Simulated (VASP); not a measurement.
A run of VASP 6.6.1:

Contents of INCAR:

```
SYSTEM = TiTe2
ALGO = Normal
EDIFF = 1E-7
ENCUT = 520
GGA = PE
ISIF = 2
ISMEAR = 0
LASPH = .True.
LCHARG = .False.
LREAL = .False.
LWAVE = .False.
NBANDS = 19
NELM = 60
PREC = Accurate
SIGMA = 0.15
```

KPOINTS

```
k-points
0
Gamma
  12 12 8
  0 0 0
```

POSCAR

```
TiTe2
1.0
    3.8714259098      0.0000000000      0.0000000000
   -1.9357129549      3.3527531868      0.0000000000
    0.0000000000      0.0000000000      6.8229000000
Ti Te
1 2
Direct
    0.0000000000      0.0000000000      0.0000000000
    0.6666666667      0.3333333333      0.2628000000
    0.3333333333      0.6666666667      0.7372000000
```

Potentials or basis: VASP PAW PBE potentials, release 64 (Ti_sv, Te).

The run is started by

```console
$ cat potpaw_PBE.64/Ti_sv/POTCAR potpaw_PBE.64/Te/POTCAR > POTCAR
$ mpirun -np 1 vasp_std > vasp.out
```

Hardware: 1 thread of Intel Xeon 6975P-C, with other jobs on the host.

Question: How long does it take, and how much memory?

Answer: Wall time 6.4 min on 1 thread of Intel Xeon 6975P-C, on a shared host, peak memory 0.37 GiB. Counts: scf iterations 18, k points 131.
